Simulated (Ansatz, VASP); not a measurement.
# Two plane-wave programs on TaN

The input INCAR:

```
PREC = Accurate
ENCUT = 520
EDIFF = 1E-7
ISMEAR = 0
SIGMA = 0.15
LREAL = False
LASPH = True
NELM = 60
ALGO = Normal
ISIF = 2
LWAVE = False
LCHARG = False
GGA = PS
NBANDS = 15
```

File KPOINTS:

```
regular mesh
0
Gamma
  20 20 20
```

POSCAR

```
TaN
1.0
    0.0000000000      2.1108611581      2.3219472739
    2.1108611581      0.0000000000      2.3219472739
    2.1108611581      2.1108611581      0.0000000000
Ta N
1 1
Direct
    0.5000000000      0.5000000000      0.5000000000
    0.0000000000      0.0000000000      0.0000000000
```

Input for Ansatz:

```yaml
crystal:
  lattice:
    - [0.0, 2.1108611581, 2.3219472739]
    - [2.1108611581, 0.0, 2.3219472739]
    - [2.1108611581, 2.1108611581, 0.0]
  atoms:
    - { symbol: Ta, position: [0.5, 0.5, 0.5] }
    - { symbol: "N", position: [0.0, 0.0, 0.0] }
basis:
  ecutwfc: 420
kpoints:
  mp_grid: { grid: [20, 20, 20] }
hamiltonian:
  xc: pbesol
scf:
  occupations: { method: gaussian, width: 0.15 }
output:
  forces: true
  stress: true
  eigenvalues: true
```

Alike in both runs: task single point; functional PBEsol; k mesh 20 × 20 × 20; occupations gaussian, width 0.15 eV; no spin polarisation.

|  | VASP | Ansatz |
| --- | --- | --- |
| version | VASP 6.6.1 | Ansatz 0.2.0 |
| potentials or method | VASP PAW PBE potentials, release 64 (Ta_pv, N), cutoff 520 eV | scalar-relativistic, plane waves, PAW |
| valence electrons in the cell | 16 | 18 |

|  | VASP | Ansatz | Ansatz less VASP |
| --- | --- | --- | --- |
| gap on the k mesh at the Fermi level (eV) | none | none | - |
| pressure (GPa) | 13.7 | 12.5 | -1.13 |
| traceless stress, the component that is largest in VASP (GPa) | -29.65 | -29.31 | +0.331 |

VASP's potentials were made for PBE, not for PBEsol. A gap of «none» marks a metal or a gap that the smearing closes. With one functional, cell and mesh, what is left measures potentials, basis and numerics. VASP's potentials hold 16 valence electrons a cell and Ansatz's 18, so a difference there can come from the potentials and not from the codes.

Neither program's run includes spin-orbit coupling.
